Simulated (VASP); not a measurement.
# P (P6_3/mmc) in VASP: single point with PBEsol

Aim: the single point of P with PBEsol.

All numbers are computed with VASP 6.6.1; they aren't measurements. Logs are shortened: lines on timing, memory, paths and dates and some standing lists are left out, and cuts for length are marked.

## Step 1: The cell of the first run

Symmetry: P6_3/mmc, No. 194, hexagonal system. Conventional cell: a = 2.891 Å, b = 2.891 Å, c = 4.711 Å, α = 90.00°, β = 90.00°, γ = 120.00°. P (site symmetry -6m2) has 12 P at 2.89 Å within 3.8 Å.

This isn't the form of P at room conditions, which is orthorhombic.

## Step 2: Single point, PBEsol (Sb replaced by P, lengths x 0.862, strained)

Contents of INCAR:

```
SYSTEM = P
ALGO = Normal
EDIFF = 1E-6
ENCUT = 520
GGA = PS
ISIF = 2
ISMEAR = 0
LASPH = .TRUE.
LCHARG = .FALSE.
LREAL = .FALSE.
LWAVE = .FALSE.
NBANDS = 12
NELM = 60
PREC = Accurate
SIGMA = 0.1
```

Contents of KPOINTS:

```
k-points
0
G
  18 18 10
  0 0 0
```

Contents of POSCAR:

```
P
1.0
    2.8908368206      0.0000000000      0.0000000000
   -1.4454184104      2.5035381249      0.0000000000
    0.0000000000      0.0000000000      4.7113243529
P
2
Direct
    0.3333333333      0.6666666667      0.2500000000
    0.6666666667      0.3333333333      0.7500000000
```

Potentials or basis: VASP PAW PBE potentials, release 64 (P).

Launch:

```sh
$ cat potpaw_PBE.64/P/POTCAR > POTCAR
$ mpirun -np 1 vasp_std > vasp.out
```

OUTCAR:

```text
SYSTEM = P
   EDIFF = 1E-6
   ENCUT = 520
   GGA = PS
   ISIF = 2
   ISMEAR = 0
   LASPH = .TRUE.
   LREAL = .FALSE.
   NELM = 60
   PREC = Accurate

 ion  position               nearest neighbor table
   1  0.333  0.667  0.250-   2 2.89   2 2.89   2 2.89   2 2.89   2 2.89   2 2.89
   2  0.667  0.333  0.750-   1 2.89   1 2.89   1 2.89   1 2.89   1 2.89   1 2.89

  LATTYP: Found a hexagonal cell.
 ALAT       =     2.8908368206
 C/A-ratio  =     1.6297441348

  Lattice vectors:

 A1 = (   2.8908368206,   0.0000000000,   0.0000000000)
 A2 = (  -1.4454184104,   2.5035381249,   0.0000000000)
 A3 = (   0.0000000000,   0.0000000000,   4.7113243529)

Analysis of symmetry for initial positions (statically):
=====================================================================
 Subroutine PRICEL returns:
 Original cell was already a primitive cell.

 Routine SETGRP: Setting up the symmetry group for a
 hexagonal supercell.

 Subroutine GETGRP returns: Found 24 space group operations
 (whereof 12 operations were pure point group operations)
 out of a pool of 24 trial point group operations.

The static configuration has the point symmetry D_3d.
 The point group associated with its full space group is D_6h.

Analysis of symmetry for dynamics (positions and initial velocities):
=====================================================================
 Subroutine PRICEL returns:
 Original cell was already a primitive cell.

 Routine SETGRP: Setting up the symmetry group for a
 hexagonal supercell.

 Subroutine GETGRP returns: Found 24 space group operations
 (whereof 12 operations were pure point group operations)
 out of a pool of 24 trial point group operations.

The dynamic configuration has the point symmetry D_3d.
 The point group associated with its full space group is D_6h.

 Subroutine INISYM returns: Found 24 space group operations
 (whereof 12 operations are pure point group operations),
 and found     1 'primitive' translations

----------------------------------------------------------------------------------------

                                     Primitive cell

  volume of cell :      34.0974

  direct lattice vectors                    reciprocal lattice vectors
     2.890836821  0.000000000  0.000000000     0.345920597  0.199717350  0.000000000
    -1.445418410  2.503538125  0.000000000     0.000000000  0.399434700  0.000000000
     0.000000000  0.000000000  4.711324353     0.000000000  0.000000000  0.212254544

  length of vectors
     2.890836821  2.890836821  4.711324353     0.399434700  0.399434700  0.212254544

  position of ions in fractional coordinates (direct lattice)
     0.333333333  0.666666667  0.250000000
     0.666666667  0.333333333  0.750000000

  ion indices of the primitive-cell ions
   primitive index   ion index
                 1           1
                 2           2

----------------------------------------------------------------------------------------

 KPOINTS: k-points

Automatic generation of k-mesh.
 Grid dimensions read from file:
 generate k-points for:   18   18   10

 Generating k-lattice:

  Cartesian coordinates                     Fractional coordinates (reciprocal lattice)
     0.019217811  0.011095408  0.000000000     0.055555556  0.000000000  0.000000000
     0.000000000  0.022190817  0.000000000     0.000000000  0.055555556  0.000000000
     0.000000000  0.000000000  0.021225454     0.000000000  0.000000000  0.100000000

  Length of vectors
     0.022190817  0.022190817  0.021225454

  Shift w.r.t. Gamma in fractional coordinates (k-lattice)
     0.000000000  0.000000000  0.000000000

 Subroutine IBZKPT returns following result:
 ===========================================

 Found    222 irreducible k-points:

 Following reciprocal coordinates:
            Coordinates               Weight
  0.000000  0.000000  0.000000      1.000000
  0.055556  0.000000  0.000000      6.000000
  0.111111  0.000000  0.000000      6.000000
  0.166667 -0.000000  0.000000      6.000000
  0.222222  0.000000  0.000000      6.000000
  0.277778  0.000000  0.000000      6.000000
[... 16 lines left out ...]
  0.333333  0.111111  0.000000     12.000000
  0.388889  0.111111  0.000000     12.000000
 [... further k-points ...]
   k-points           NKPTS =    222   k-points in BZ     NKDIM =    222   number of bands    NBANDS=     12
   number of dos      NEDOS =    301   number of ions     NIONS =      2
   total plane-waves  NPLWV =  20736
   dimension x,y,z NGX =    24 NGY =   24 NGZ =   36
   dimension x,y,z NGXF=    48 NGYF=   48 NGZF=   72
   ions per type =               2
   NGX,Y,Z   is equivalent  to a cutoff of  13.80, 13.80, 12.70 a.u.
   NGXF,Y,Z  is equivalent  to a cutoff of  27.60, 27.60, 25.41 a.u.
 SYSTEM =  P
   PREC   = accura    normal or accurate (medium, high low for compatibility)
   ISTART =      0    job   : 0-new  1-cont  2-samecut
   ICHARG =      2    charge: 1-file 2-atom 10-const
   ISPIN  =      1    spin polarized calculation?
   LNONCOLLINEAR =      F non collinear calculations
   LSORBIT =      F    spin-orbit coupling
   LASPH  =      T    aspherical Exc in radial PAW
   ENCUT  =  520.0 eV  38.22 Ry    6.18 a.u.   5.38  5.38  8.76*2*pi/ulx,y,z
   NELM   =     60;   NELMIN=  2; NELMDL= -5     # of ELM steps
   EDIFF  = 0.1E-05   stopping-criterion for ELM
   LREAL  =      F    real-space projection
   EDIFFG = 0.1E-04   stopping-criterion for IOM
   NSW    =      0    number of steps for IOM
   IBRION =     -1    ionic relax: 0-MD 1-quasi-New 2-CG
   NFREE  =      0    steps in history (QN), initial steepest desc. (CG)
   ISIF   =      2    stress and relaxation
   ISYM   =      2    0-nonsym 1-usesym 2-fastsym
   POTIM  = 0.5000    time-step for ionic-motion
   TEBEG  =    0.0;   TEEND  =   0.0 temperature during run
   PSTRESS=    0.0 pullay stress
   NELECT =      10.0000    total number of electrons
   NUPDOWN=      -1.0000    fix difference up-down
   EMIN   =  10.00;   EMAX   =-10.00  energy-range for DOS
   EFERMI =   0.00;   METHOD = LEGACY
   ISMEAR =     0;   SIGMA  =   0.10  broadening in eV -4-tet -1-fermi 0-gaus
   EFERMI_NEDOS =   21; number of points for ismear=-14 and -15
   IALGO  =     38    algorithm
   IMIX   =      4    mixing-type and parameters
     AMIX     =   0.40;   BMIX     =  1.00
     AMIX_MAG =   1.60;   BMIX_MAG =  1.00
  volume/ion in A,a.u.               =      17.05       115.05
  Fermi-wavevector in a.u.,A,eV,Ry     =   1.087680  2.055418 16.096349  1.183048
  Thomas-Fermi vector in A             =   2.223845
   LORBIT       =      0    0 simple, 1 ext, 2 COOP (PROOUT), +10 PAW based schemes
   GGA     = PS    functional components
   LHFCALC =     F    Hartree Fock is set to
   AEXX    =    0.0000 exact exchange contribution
   IVDW    =     0    specifies the selected vdW correction
   LEPSILON=     F    determine dielectric tensor
   LRPA    =     F    only Hartree local field effects (RPA)
 non-spin polarized calculation
 Gauss-broadening in eV      SIGMA  =   0.10
  energy-cutoff  :      520.00
  volume of cell :       34.10
 maximum number of plane-waves:       954
 NGX is ok and might be reduce to    24
   NGX = 11   NGY = 11   NGZ = 17

 number of electron      10.0000000 magnetization

 Free energy of the ion-electron system (eV)
  ---------------------------------------------------
  ext. energy  EPLUGINS =         0.00000000
  ---------------------------------------------------
  free energy    TOTEN  =        -9.87091081 eV

  energy without entropy =       -9.86540750  energy(sigma->0) =       -9.86815916

 E-fermi :   7.5756     XC(G=0): -10.8696

 val. band max:        7.5427202733   @ k =   0.1667   0.0556   0.3000
 cond. band min:       7.5767985312   @ k =   0.1111   0.1111   0.1000
 fundamental gap:      0.0340782579
 Fermi energy:         7.5756020305

 k-point     1 :       0.0000    0.0000    0.0000
  band No.  band energies     occupation
      1      -7.2023      2.00000
      2      -2.3640      2.00000
      3       0.7633      2.00000
      4      11.3648      0.00000
      5      11.3648      0.00000
      6      12.8972      0.00000
      7      12.8972      0.00000
      8      13.1442      0.00000
      9      16.8817      0.00000
     10      18.4576      0.00000
     11      18.7494      0.00000
     12      18.7494      0.00000

 k-point     2 :       0.0556    0.0000    0.0000
  band No.  band energies     occupation
      1      -7.1351      2.00000
      2      -2.3026      2.00000
      3       0.8281      2.00000
      4      10.7549      0.00000
      5      11.1352      0.00000
      6      12.6449      0.00000
      7      12.9444      0.00000
      8      13.0864      0.00000
      9      17.1873      0.00000
     10      18.1007      0.00000
     11      18.8668      0.00000
     12      19.0339      0.00000

 k-point     3 :       0.1111    0.0000    0.0000
  band No.  band energies     occupation
      1      -6.9337      2.00000
      2      -2.1196      2.00000
      3       1.0219      2.00000
      4       9.4053      0.00000
      5      10.6264      0.00000
      6      11.9090      0.00000
      7      12.8897      0.00000
      8      12.9329      0.00000
      9      16.6896      0.00000
     10      18.5667      0.00000
     11      19.3206      0.00000
     12      19.5566      0.00000
[... 286 lines left out ...]
 k-point    23 :       0.3333    0.1111    0.0000
  band No.  band energies     occupation
      1      -3.8439      2.00000
      2      -0.1872      2.00000
      3       2.7414      2.00000
      4       3.9681      2.00000
      5       5.6727      2.00000
      6       7.1099      2.00000
      7       8.6940      0.00000
      8      10.3905      0.00000
      9      14.7581      0.00000
     10      14.9765      0.00000
     11      19.1610      0.00000
     12      19.2269      0.00000

 k-point    24 :       0.3889    0.1111    0.0000
  band No.  band energies     occupation
      1      -3.0100      2.00000
      2      -0.6189      2.00000
      3       2.7379      2.00000
      4       4.7240      2.00000
      5       4.8628      2.00000
      6       6.6736      2.00000
      7       7.7218      0.03871
      8      10.2302      0.00000
      9      14.5455      0.00000
     10      14.7062      0.00000
     11      19.0694      0.00000
     12      19.3693      0.00000

 [... further k-points ...]

------------------------ aborting loop because EDIFF is reached ----------------------------------------

  FORCE on cell =-STRESS in cart. coord.  units (eV):
  Direction    XX          YY          ZZ          XY          YZ          ZX
  --------------------------------------------------------------------------------------
  -------------------------------------------------------------------------------------
  Total       -3.1853112     -3.1853112     -2.6605473      0.0000000      0.0000000      0.0000000
  in kB     -149.6723791   -149.6723791   -125.0146130      0.0000000      0.0000000      0.0000000
  external PRESSURE =    -141.4531237 kB  Pullay stress =       0.0000000 kB

 VOLUME and BASIS-vectors are now :
 -----------------------------------------------------------------------------
  energy-cutoff  :      520.00
  volume of cell :       34.10
      direct lattice vectors                 reciprocal lattice vectors
     2.890836821  0.000000000  0.000000000     0.345920597  0.199717350  0.000000000
    -1.445418410  2.503538125  0.000000000     0.000000000  0.399434700  0.000000000
     0.000000000  0.000000000  4.711324353     0.000000000  0.000000000  0.212254544

 POSITION                                       TOTAL-FORCE (eV/Angst)
 -----------------------------------------------------------------------------------
     -0.00000      1.66903      1.17783         0.000000      0.000000      0.000000
      1.44542      0.83451      3.53349        -0.000000     -0.000000      0.000000
 -----------------------------------------------------------------------------------
    total drift:                               -0.000000      0.000000      0.000000

  FREE ENERGIE OF THE ION-ELECTRON SYSTEM (eV)
  ---------------------------------------------------
  free  energy   TOTEN  =        -9.8709108120 eV

  energy  without entropy=       -9.8654075015  energy(sigma->0) =       -9.86815916
```

Wall time 82 s (1 thread of Intel Xeon 8259CL, shared host); peak memory 0.2 GiB.

Results:

```yaml
Free_energy: -9.8709 eV
Pressure: -14.1 GPa
Band_gap_on_the_k_mesh: zero (bands 5 and 6 overlap by 8.43 eV)
```

Caveat: the cell differs from its parent crystal (Sb replaced by P, lengths x 0.862, strained); the cell stands under tension; the PAW data sets were made with another functional, which shifts forces and pressure a little.
